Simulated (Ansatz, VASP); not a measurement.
**Ta4C3: VASP beside Ansatz**

```xyz
7
Lattice="4.4248 0.0000 0.0000 0.0000 4.4248 0.0000 0.0000 0.0000 4.4248" Properties=species:S:1:pos:R:3 pbc="T T T"
Ta   -0.0025    2.2124    2.2124
Ta    2.2113    0.0000    2.2124
Ta    2.2113    2.2124    0.0000
Ta   -0.0065    0.0000    0.0000
C     2.4749    0.0000    0.0000
C    -0.0474    2.2124    0.0000
C    -0.0474    0.0000    2.2124
```

Change from the starting cell: mode 19 (614.0 1/cm) frozen in, largest displacement +0.263 Å.

Alike in both runs: task single point; functional r2SCAN; k mesh 10 × 10 × 10; occupations gaussian, width 0.15 eV; no spin polarisation.

|  | VASP | Ansatz |
| --- | --- | --- |
| version | VASP 6.6.1 | Ansatz 0.2.0 |
| potentials or method | VASP PAW PBE potentials, release 64 (Ta_pv, C), cutoff 520 eV | scalar-relativistic, plane waves, PAW |
| valence electrons in the cell | 56 | 64 |

```tsv
	VASP	Ansatz	Ansatz less VASP
gap on the k mesh at the Fermi level (eV)	none	none	-
pressure (GPa)	4.3	3.1	-1.16
traceless stress, the component that is largest in VASP (GPa)	5.98	5.82	-0.151
rms of the force components (eV/Å)	1.234	1.219	-0.0149
```

VASP's potentials were made for PBE, not for r2SCAN. Atom by atom the forces differ by 0.016 eV/Å (rms over components). A gap of «none» marks a metal or a gap that the smearing closes. VASP's potentials hold 56 valence electrons a cell and Ansatz's 64, so a difference there can come from the potentials and not from the codes.

Neither program's run includes spin-orbit coupling.
